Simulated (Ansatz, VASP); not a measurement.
# Two plane-wave programs on TiPd2

```xyz
3
Lattice="-1.0979 1.5578 3.3386 1.0979 -1.5578 3.3386 1.0979 1.5578 -3.3386" Properties=species:S:1:pos:R:3 pbc="T T T"
Ti    0.0000    0.0000    0.0000
Pd    0.0000    0.0000    4.4328
Pd    0.0000    0.0000    2.2443
```

Change from the starting cell: volume scaled by 0.5, PAW files.

Alike in both runs: task electric field gradients; functional LDA; k mesh 16 × 16 × 16; occupations fermi-dirac, width 0.05 eV; no spin polarisation.

|  | VASP | Ansatz |
| --- | --- | --- |
| version | VASP 6.6.1 | Ansatz 0.2.0 |
| potentials or method | VASP PAW LDA potentials, release 64 (Ti_sv, Pd) | PAW with Ansatz's default frozen-core files, scalar-relativistic |
| plane-wave cutoff (eV) | 520 | 420 |
| valence electrons in the cell | 32 | 48 |

```tsv
	VASP	Ansatz	Ansatz less VASP
pressure (GPa)	562.6	557.1	-5.56
traceless stress, the component that is largest in VASP (GPa)	-2.06	-0.03	+2.033
rms of the force components (eV/Å)	0.031	0.001	-0.0296
size of Vzz on the site where it differs most (V/Å²)	102.9	96.6	-6.25
```

LDA's correlation is that of Perdew and Zunger in VASP and of Perdew and Wang (1992) in Ansatz. Atom by atom the forces differ by 0.033 eV/Å (rms over components). Both programs put the cell under a high pressure, so it lies far from rest at this level. VASP's potentials hold 32 valence electrons a cell and Ansatz's 48, so a difference there can come from the potentials and not from the codes.

Noted on VASP's run: the cell as given lies far from equilibrium.
